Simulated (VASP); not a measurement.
Here is a VASP 6.6.1 calculation.

INCAR

```
SYSTEM = GaO3
PREC = Accurate ; ENCUT = 520
EDIFF = 1E-7 ; ISMEAR = 0
SIGMA = 0.1 ; LREAL = .False.
LASPH = .True. ; NELM = 150
ALGO = Normal ; ISIF = 2
LWAVE = .False. ; LCHARG = .False.
ISPIN = 2 ; MAGMOM = 0 1.07 1.07 1.07
LORBIT = 11 ; GGA = PE
NBANDS = 28
```

The input KPOINTS:

```
Automatic mesh
0
Gamma
  6 6 4
  0 0 0
```

POSCAR

```
GaO3
1.0
    2.9446832720      0.0000000000      0.0000000000
   -1.4723416360      2.5501705196      0.0000000000
    0.0000000000      0.0000000000      6.8414281611
Ga O
1 3
Direct
    0.6666666667      0.3333333333      0.0000000000
    0.6666666667      0.3333333333      0.5000000000
    0.3333333333      0.6666666667      0.1592492572
    0.3333333333      0.6666666667      0.8407507428
```

Potentials or basis: VASP PAW PBE potentials, release 64 (Ga_d, O).

Launch:

```sh
$ cat potpaw_PBE.64/Ga_d/POTCAR potpaw_PBE.64/O/POTCAR > POTCAR
$ mpirun -np 1 vasp_std > vasp.out
```

(1) What does it give for the largest force?

(2) Predict the net moment.

(3) Estimate the site moments.

(4) Estimate the band gap on the k mesh.

## Answers

(1) 0.081 eV/Å.

(2) 3.00 μB per cell.

(3) Ga -0.03; O +1.68, +0.43 μB.

(4) zero (filled and empty bands overlap).

Caveat: the k points lie up to 0.41 Å⁻¹ apart.
